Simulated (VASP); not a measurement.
A run of VASP 6.6.1 is set up as follows.

The input INCAR:

```
  PREC = Accurate
  ENCUT = 520
  EDIFF = 1E-8
  ISMEAR = -1
  SIGMA = 0.01
  LREAL = F
  LASPH = T
  NELM = 100
  ALGO = Normal
  ISIF = 2
  LWAVE = F
  LCHARG = F
  GGA = PE
  LEFG = T
  NBANDS = 17
```

KPOINTS

```
Automatic mesh
0
Gamma
  9 9 9
```

The input POSCAR:

```
PbSe
1.0
    0.0000000000      3.0621500000      3.0315285000
    3.0621500000      0.0000000000      3.0315285000
    3.0621500000      3.0621500000      0.0000000000
Pb Se
1 1
Direct
    0.0000000000      0.0000000000      0.0000000000
    0.5000000000      0.5000000000      0.5000000000
```

Potentials or basis: VASP PAW PBE potentials, release 64 (Pb_d, Se).

Launch:

```console
$ cat potpaw_PBE.64/Pb_d/POTCAR potpaw_PBE.64/Se/POTCAR > POTCAR
$ mpirun -np 1 vasp_std > vasp.out
```

Problem. Predict the band gap on the k mesh.

Solution. 0.68 eV, direct.

Problem. What does it give for the pressure?

Solution. 2.9 GPa.

Stress tensor (GPa, compression positive):
```
2.46 0.00 0.00
0.00 2.46 0.00
0.00 0.00 3.83
```

Caveat: the cell differs from its parent crystal (zz strain of -1 %); without QUAD_EFG the Cq values of the log hold for a quadrupole moment of 1 mb, not for the nuclei; spin-orbit coupling is left out, which moves the levels of the heavy elements. A k mesh can miss the band edges.
